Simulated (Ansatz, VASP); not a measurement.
# MoS2 in VASP and in Ansatz

File INCAR:

```
SYSTEM = MoS2
PREC = Accurate
ENCUT = 520
EDIFF = 1E-7
ISMEAR = -1
SIGMA = 0.05
LREAL = .FALSE.
LASPH = .TRUE.
NELM = 80
ALGO = Normal
ISIF = 2
LWAVE = .FALSE.
LCHARG = .FALSE.
GGA = PE
NBANDS = 20
```

The input KPOINTS:

```
Automatic mesh
0
G
  10 10 10
  0 0 0
```

POSCAR

```
MoS2
1.0
    1.6109882594      0.9301045052      6.2706188579
   -1.6109882594      0.9301045052      6.2706188579
    0.0000000000     -1.8602090104      6.2706188579
Mo S
1 2
Direct
    0.0000000000      0.0000000000      0.0000000000
    0.4170000000      0.4170000000      0.4170000000
    0.2500000000      0.2500000000      0.2500000000
```

File input.yaml:

```yaml
crystal:
  lattice:
    - [1.6109882594, 0.9301045052, 6.2706188579]
    - [-1.6109882594, 0.9301045052, 6.2706188579]
    - [0.0, -1.8602090104, 6.2706188579]
  atoms:
    - { symbol: Mo, position: [0.0, 0.0, 0.0] }
    - { symbol: S, position: [0.417, 0.417, 0.417] }
    - { symbol: S, position: [0.25, 0.25, 0.25] }
hamiltonian:
  xc: pbe
  pseudopotentials: { kind: paw, azcp: { folder: soft_1 } }
kpoints:
  mp_grid: { grid: [10, 10, 10] }
scf:
  occupations: { method: fermi_dirac, width: 0.05 }
output:
  forces: true
  stress: true
  eigenvalues: true
  write_density: true
  write_potential: true
  elf: true
  volumetric_format: npy
```

Alike in both runs: task single point; functional PBE; k mesh 10 × 10 × 10; occupations fermi-dirac, width 0.05 eV; no spin polarisation.

|  | VASP | Ansatz |
| --- | --- | --- |
| version | VASP 6.6.1 | Ansatz 0.2.0 |
| potentials or method | VASP PAW PBE potentials, release 64 (Mo_sv, S) | Ansatz PAW soft_1 |
| plane-wave cutoff (eV) | 520 | 420 |
| valence electrons in the cell | 26 | 26 |

|  | VASP | Ansatz | Ansatz less VASP |
| --- | --- | --- | --- |
| gap on the k mesh at the Fermi level (eV) | 1.00 | 0.99 | -0.013 |
| least direct gap on the mesh (eV) | 1.81 | 1.81 | -0.003 |
| pressure (GPa) | -3.2 | -3.1 | +0.11 |
| traceless stress, the component that is largest in VASP (GPa) | 0.92 | 0.94 | +0.026 |
| rms of the force components (eV/Å) | 0.215 | 0.210 | -0.0050 |

Atom by atom the forces differ by 0.005 eV/Å (rms over components). The functional is the same, so the differences come from potentials, cutoffs and numerics.
